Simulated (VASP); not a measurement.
# ZnS (F-43m) in VASP: further runs

ZnS is run at these levels: PBE+D3(BJ); tasks: single point, relaxation of cell and atoms.

Program: VASP 6.6.1. These are calculated values, not measurements. Logs are shortened: lines on timing, memory, paths and dates and some standing lists are left out, and cuts for length are marked.

**The experiment to reproduce.**

“Electronic, vibrational, and thermodynamic properties of ZnS (zincblende and rocksalt structure)”, 2009, arxiv:0911.5022 quotes, for a bulk crystal of ZnS at 19 K: band gap 3.85 eV (direct).

How close the calculation comes is told below.

## Step 1: The cell of the first run

It takes space group F-43m (No. 216, cubic). The conventional cell has a = 5.375 Å, b = 5.375 Å, c = 5.375 Å, α = 90.00°, β = 90.00°, γ = 90.00°. Zn (site symmetry -43m) has 4 S at 2.33 Å within 3.1 Å. S (site symmetry -43m) has 4 Zn at 2.33 Å within 3.1 Å.

## Step 2: Single point, PBE+D3(BJ)

File INCAR:

```
SYSTEM = ZnS
  PREC = Accurate
  ENCUT = 520
  EDIFF = 1E-6
  ISMEAR = 0
  SIGMA = 0.02
  LREAL = .FALSE.
  LASPH = .TRUE.
  NELM = 60
  ALGO = Normal
  ISIF = 2
  LWAVE = .FALSE.
  LCHARG = .TRUE.
  GGA = PE
  IVDW = 12
  LELF = .TRUE.
  LVHAR = .TRUE.
  NBANDS = 16
```

File KPOINTS:

```
Automatic mesh
0
G
  10 10 10
  0 0 0
```

File POSCAR:

```
ZnS
1.0
    0.0000000000      2.6876037623      2.6876037623
    2.6876037623      0.0000000000      2.6876037623
    2.6876037623      2.6876037623      0.0000000000
Zn S
1 1
Direct
    0.0000000000      0.0000000000      0.0000000000
    0.7500000000      0.7500000000      0.7500000000
```

Potentials or basis: VASP PAW PBE potentials, release 64 (Zn, S).

Launch:

```console
> cat potpaw_PBE.64/Zn/POTCAR potpaw_PBE.64/S/POTCAR > POTCAR
> mpirun -np 1 vasp_std > vasp.out
```

OUTCAR:

```text
SYSTEM = ZnS
   PREC = Accurate
   ENCUT = 520
   EDIFF = 1E-6
   ISMEAR = 0
   LREAL = .FALSE.
   LASPH = .TRUE.
   NELM = 60
   ISIF = 2
   GGA = PE
   IVDW = 12
 IVDW          = 12

 ion  position               nearest neighbor table
   1  0.000  0.000  0.000-   2 2.33   2 2.33   2 2.33   2 2.33
   2  0.750  0.750  0.750-   1 2.33   1 2.33   1 2.33   1 2.33

  LATTYP: Found a face centered cubic cell.
 ALAT       =     5.3752075246

  Lattice vectors:

 A1 = (   0.0000000000,   2.6876037623,   2.6876037623)
 A2 = (   2.6876037623,   0.0000000000,   2.6876037623)
 A3 = (   2.6876037623,   2.6876037623,   0.0000000000)

Analysis of symmetry for initial positions (statically):
=====================================================================
 Subroutine PRICEL returns:
 Original cell was already a primitive cell.

 Routine SETGRP: Setting up the symmetry group for a
 face centered cubic supercell.

 Subroutine GETGRP returns: Found 24 space group operations
 (whereof 24 operations were pure point group operations)
 out of a pool of 48 trial point group operations.

The static configuration has the point symmetry T_d .

Analysis of symmetry for dynamics (positions and initial velocities):
=====================================================================
 Subroutine PRICEL returns:
 Original cell was already a primitive cell.

 Routine SETGRP: Setting up the symmetry group for a
 face centered cubic supercell.

 Subroutine GETGRP returns: Found 24 space group operations
 (whereof 24 operations were pure point group operations)
 out of a pool of 48 trial point group operations.

The dynamic configuration has the point symmetry T_d .

 Subroutine INISYM returns: Found 24 space group operations
 (whereof 24 operations are pure point group operations),
 and found     1 'primitive' translations

----------------------------------------------------------------------------------------

                                     Primitive cell

  volume of cell :      38.8263

  direct lattice vectors                    reciprocal lattice vectors
     0.000000000  2.687603762  2.687603762    -0.186039329  0.186039329  0.186039329
     2.687603762  0.000000000  2.687603762     0.186039329 -0.186039329  0.186039329
     2.687603762  2.687603762  0.000000000     0.186039329  0.186039329 -0.186039329

  length of vectors
     3.800845691  3.800845691  3.800845691     0.322229570  0.322229570  0.322229570

  position of ions in fractional coordinates (direct lattice)
     0.000000000  0.000000000  0.000000000
     0.750000000  0.750000000  0.750000000

  ion indices of the primitive-cell ions
   primitive index   ion index
                 1           1
                 2           2

----------------------------------------------------------------------------------------

 KPOINTS: Automatic mesh

Automatic generation of k-mesh.
 Grid dimensions read from file:
 generate k-points for:   10   10   10

 Generating k-lattice:

  Cartesian coordinates                     Fractional coordinates (reciprocal lattice)
    -0.018603933  0.018603933  0.018603933     0.100000000  0.000000000  0.000000000
     0.018603933 -0.018603933  0.018603933     0.000000000  0.100000000  0.000000000
     0.018603933  0.018603933 -0.018603933     0.000000000  0.000000000  0.100000000

  Length of vectors
     0.032222957  0.032222957  0.032222957

  Shift w.r.t. Gamma in fractional coordinates (k-lattice)
     0.000000000  0.000000000  0.000000000

 Subroutine IBZKPT returns following result:
 ===========================================

 Found     47 irreducible k-points:

 Following reciprocal coordinates:
            Coordinates               Weight
  0.000000  0.000000  0.000000      1.000000
  0.100000  0.000000  0.000000      8.000000
  0.200000  0.000000  0.000000      8.000000
  0.300000  0.000000  0.000000      8.000000
  0.400000  0.000000  0.000000      8.000000
  0.500000  0.000000  0.000000      4.000000
[... 16 lines left out ...]
  0.300000  0.300000  0.000000      6.000000
  0.400000  0.300000  0.000000     24.000000
 [... further k-points ...]
   k-points           NKPTS =     47   k-points in BZ     NKDIM =     47   number of bands    NBANDS=     16
   number of dos      NEDOS =    301   number of ions     NIONS =      2
   total plane-waves  NPLWV =  21952
   dimension x,y,z NGX =    28 NGY =   28 NGZ =   28
   dimension x,y,z NGXF=    56 NGYF=   56 NGZF=   56
   ions per type =               1   1
   NGX,Y,Z   is equivalent  to a cutoff of  12.25, 12.25, 12.25 a.u.
   NGXF,Y,Z  is equivalent  to a cutoff of  24.49, 24.49, 24.49 a.u.
 SYSTEM =  ZnS
   PREC   = accura    normal or accurate (medium, high low for compatibility)
   ISTART =      0    job   : 0-new  1-cont  2-samecut
   ICHARG =      2    charge: 1-file 2-atom 10-const
   ISPIN  =      1    spin polarized calculation?
   LNONCOLLINEAR =      F non collinear calculations
   LSORBIT =      F    spin-orbit coupling
   LASPH  =      T    aspherical Exc in radial PAW
   ENCUT  =  520.0 eV  38.22 Ry    6.18 a.u.   7.07  7.07  7.07*2*pi/ulx,y,z
   NELM   =     60;   NELMIN=  2; NELMDL= -5     # of ELM steps
   EDIFF  = 0.1E-05   stopping-criterion for ELM
   LREAL  =      F    real-space projection
   EDIFFG = 0.1E-04   stopping-criterion for IOM
   NSW    =      0    number of steps for IOM
   IBRION =     -1    ionic relax: 0-MD 1-quasi-New 2-CG
   NFREE  =      0    steps in history (QN), initial steepest desc. (CG)
   ISIF   =      2    stress and relaxation
   ISYM   =      2    0-nonsym 1-usesym 2-fastsym
   POTIM  = 0.5000    time-step for ionic-motion
   TEBEG  =    0.0;   TEEND  =   0.0 temperature during run
   PSTRESS=    0.0 pullay stress
   NELECT =      18.0000    total number of electrons
   NUPDOWN=      -1.0000    fix difference up-down
   EMIN   =  10.00;   EMAX   =-10.00  energy-range for DOS
   EFERMI =   0.00;   METHOD = LEGACY
   ISMEAR =     0;   SIGMA  =   0.02  broadening in eV -4-tet -1-fermi 0-gaus
   EFERMI_NEDOS =   21; number of points for ismear=-14 and -15
   IALGO  =     38    algorithm
   IMIX   =      4    mixing-type and parameters
     AMIX     =   0.40;   BMIX     =  1.00
     AMIX_MAG =   1.60;   BMIX_MAG =  1.00
  volume/ion in A,a.u.               =      19.41       131.01
  Fermi-wavevector in a.u.,A,eV,Ry     =   1.267040  2.394359 21.842672  1.605391
  Thomas-Fermi vector in A             =   2.400209
   LORBIT       =      0    0 simple, 1 ext, 2 COOP (PROOUT), +10 PAW based schemes
   GGA     = PE    functional components
   LHFCALC =     F    Hartree Fock is set to
   AEXX    =    0.0000 exact exchange contribution
   IVDW    =    12    specifies the selected vdW correction
   LEPSILON=     F    determine dielectric tensor
   LRPA    =     F    only Hartree local field effects (RPA)
 non-spin polarized calculation
 Gauss-broadening in eV      SIGMA  =   0.02
  energy-cutoff  :      520.00
  volume of cell :       38.83
 maximum number of plane-waves:      1056
   NGX = 15   NGY = 15   NGZ = 15

 number of electron      18.0000010 magnetization

 Free energy of the ion-electron system (eV)
  ---------------------------------------------------
  ext. energy  EPLUGINS =         0.00000000
  ---------------------------------------------------
  free energy    TOTEN  =        -6.83787144 eV

  energy without entropy =       -6.83787144  energy(sigma->0) =       -6.83787144

 E-fermi :   2.3931     XC(G=0):  -9.7060

 val. band max:        2.2574695003   @ k =   0.0000   0.0000   0.0000
 cond. band min:       4.4424366692   @ k =   0.0000   0.0000   0.0000
 fundamental gap:      2.1849671689
 Fermi energy:         2.3931059387

 k-point     1 :       0.0000    0.0000    0.0000
  band No.  band energies     occupation
      1     -10.9959      2.00000
      2      -4.1466      2.00000
      3      -4.1466      2.00000
      4      -4.1466      2.00000
      5      -3.6291      2.00000
      6      -3.6291      2.00000
[... 8 lines left out ...]
     15      14.0389      0.00000
     16      14.2185      0.00000

 k-point     2 :       0.1000    0.0000    0.0000
  band No.  band energies     occupation
      1     -10.9182      2.00000
      2      -4.1476      2.00000
      3      -4.1323      2.00000
      4      -4.1323      2.00000
      5      -3.6304      2.00000
      6      -3.6304      2.00000
[... 8 lines left out ...]
     15      13.5922      0.00000
     16      14.8075      0.00000

 k-point     3 :       0.2000    0.0000    0.0000
  band No.  band energies     occupation
      1     -10.7037      2.00000
      2      -4.1320      2.00000
      3      -4.0970      2.00000
      4      -4.0970      2.00000
      5      -3.6305      2.00000
      6      -3.6305      2.00000
[... 8 lines left out ...]
     15      13.1707      0.00000
     16      14.8377      0.00000

 k-point     4 :       0.3000    0.0000    0.0000
  band No.  band energies     occupation
      1     -10.4116      2.00000
      2      -4.0593      2.00000
      3      -4.0593      2.00000
      4      -4.0461      2.00000
      5      -3.6218      2.00000
      6      -3.6218      2.00000
[... 8 lines left out ...]
     15      13.5473      0.00000
     16      14.2649      0.00000
[... 324 lines left out ...]
 k-point    22 :      -0.2000    0.2000    0.0000
  band No.  band energies     occupation
      1     -10.3127      2.00000
      2      -4.0480      2.00000
      3      -4.0339      2.00000
      4      -4.0227      2.00000
      5      -3.6517      2.00000
      6      -3.5899      2.00000
[... 8 lines left out ...]
     15      15.2015      0.00000
     16      16.9451      0.00000

 k-point    23 :       0.3000    0.3000    0.0000
  band No.  band energies     occupation
      1     -10.2155      2.00000
      2      -4.2073      2.00000
      3      -3.9391      2.00000
      4      -3.9391      2.00000
      5      -3.6619      2.00000
      6      -3.5775      2.00000
[... 8 lines left out ...]
     15      15.1121      0.00000
     16      19.0608      0.00000

 k-point    24 :       0.4000    0.3000    0.0000
  band No.  band energies     occupation
      1     -10.0071      2.00000
      2      -4.1735      2.00000
      3      -3.8924      2.00000
      4      -3.8835      2.00000
      5      -3.6056      2.00000
      6      -3.5695      2.00000
[... 8 lines left out ...]
     15      15.6601      0.00000
     16      18.2240      0.00000

 [... further k-points ...]

------------------------ aborting loop because EDIFF is reached ----------------------------------------

 Edisp (eV)   -0.62736

 E8    (eV) :    -0.2469

  FORCE on cell =-STRESS in cart. coord.  units (eV):
  Direction    XX          YY          ZZ          XY          YZ          ZX
  --------------------------------------------------------------------------------------
  -------------------------------------------------------------------------------------
  Total       0.04735     0.04735     0.04735     0.00000     0.00000     0.00000
  in kB       1.95405     1.95405     1.95405     0.00000     0.00000     0.00000
  external pressure =        1.95 kB  Pullay stress =        0.00 kB

 VOLUME and BASIS-vectors are now :
 -----------------------------------------------------------------------------
  energy-cutoff  :      520.00
  volume of cell :       38.83
      direct lattice vectors                 reciprocal lattice vectors
     0.000000000  2.687603762  2.687603762    -0.186039329  0.186039329  0.186039329
     2.687603762  0.000000000  2.687603762     0.186039329 -0.186039329  0.186039329
     2.687603762  2.687603762  0.000000000     0.186039329  0.186039329 -0.186039329

 POSITION                                       TOTAL-FORCE (eV/Angst)
 -----------------------------------------------------------------------------------
      0.00000      0.00000      0.00000        -0.000000     -0.000000     -0.000000
      4.03141      4.03141      4.03141         0.000000      0.000000      0.000000
 -----------------------------------------------------------------------------------
    total drift:                               -0.000001     -0.000001     -0.000001

  FREE ENERGIE OF THE ION-ELECTRON SYSTEM (eV)
  ---------------------------------------------------
  free  energy   TOTEN  =        -7.4652305281 eV

  energy  without entropy=       -7.4652305281  energy(sigma->0) =       -7.46523053
```

Run time: 14 s. Hardware: 1 thread of Intel Xeon Platinum 8559C (Emerald Rapids), shared host; peak memory 0.17 GiB.

Results:

| Quantity | Value |
| --- | --- |
| Free energy | -7.4652 eV |
| Pressure | 0.2 GPa |
| Band gap on the k mesh | 2.18 eV, direct |
| Dispersion energy per atom | -0.314 eV |

## Step 3: Relaxation of cell and atoms, PBE+D3(BJ)

This run uses another cell than the first one, of 19.78 Å³/atom, 1.019 times its volume.

File INCAR:

```
SYSTEM = ZnS
PREC = Accurate
ENCUT = 600
EDIFF = 1E-6
ISMEAR = 0
SIGMA = 0.02
LREAL = .FALSE.
LASPH = .TRUE.
NELM = 100
ALGO = Normal
ISIF = 3
LWAVE = .FALSE.
LCHARG = .FALSE.
GGA = PE
IVDW = 12
IBRION = 2
NSW = 100
EDIFFG = -0.005
```

KPOINTS is that of step 2.

File POSCAR:

```
ZnS
1.0
    0.0000000000      2.7046500000      2.7046500000
    2.7046500000      0.0000000000      2.7046500000
    2.7046500000      2.7046500000      0.0000000000
Zn S
1 1
Direct
    0.0000000000      0.0000000000      0.0000000000
    0.7500000000      0.7500000000      0.7500000000
```

Potentials or basis: VASP PAW PBE potentials, release 64 (Zn, S).

Launch:

```console
> cat potpaw_PBE.64/Zn/POTCAR potpaw_PBE.64/S/POTCAR > POTCAR
> mpirun -np 1 vasp_std > vasp.out
```

Run time: 33 s. Hardware: 1 thread of Intel Xeon Platinum 8559C (Emerald Rapids), shared host; peak memory 0.2 GiB.

It converged, with:

```yaml
Free_energy: -7.4654 eV
Relaxed_volume: 19.47 Å³/atom
Relaxed_cell: a = 3.805 Å, b = 3.805 Å, c = 3.805 Å, α = 60.00°, β = 60.00°, γ = 60.00°
Space_group_after_relaxing_to_0.05_Å: F-43m (No. 216)
Energy_gained_by_relaxing: 1.3 meV/atom
Ionic_steps: 5
Pressure_after_relaxing: 0.0 GPa
Band_gap_on_the_k_mesh: 2.17 eV, direct
Dispersion_energy_per_atom: -0.313 eV
```

Step by step:
| step | energy change (eV) | largest force (eV/Å) | pressure (GPa) | volume (Å³) |
| --- | --- | --- | --- | --- |
| 1 | 0.0000 | 0.0000 | -1.22 | 39.57 |
| 2 | -0.0022 | 0.0000 | 0.42 | 38.71 |
| 3 | -0.0025 | 0.0000 | 0.05 | 38.92 |
| 4 | -0.0025 | 0.0000 | -0.05 | 38.95 |
| 5 | -0.0025 | 0.0000 | -0.03 | 38.94 |

Final structure:
```
CELL_PARAMETERS angstrom
0.00000 2.69034 2.69034
2.69034 0.00000 2.69034
2.69034 2.69034 0.00000
ATOMIC_POSITIONS crystal
Zn 0.00000 0.00000 0.00000
S 0.75000 0.75000 0.75000
```

Levels at points of the mesh, in eV from the valence-band top:
```tsv
k point	band 6	band 7	band 8	band 9	band 10	band 11	band 12	band 13
(0.00, 0.00, 0.00)	-5.88	0.00	0.00	0.00	2.17	6.39	6.39	6.39
(0.50, 0.00, 0.00)	-5.67	-5.38	-0.88	-0.88	3.34	6.92	6.92	8.93
(0.50, 0.50, 0.00)	-5.66	-4.61	-2.27	-2.27	3.38	4.07	11.07	12.06
```

PBE gaps usually lie below the measured ones, often by a third to a half.

(Part 1 of 2 ends here.)
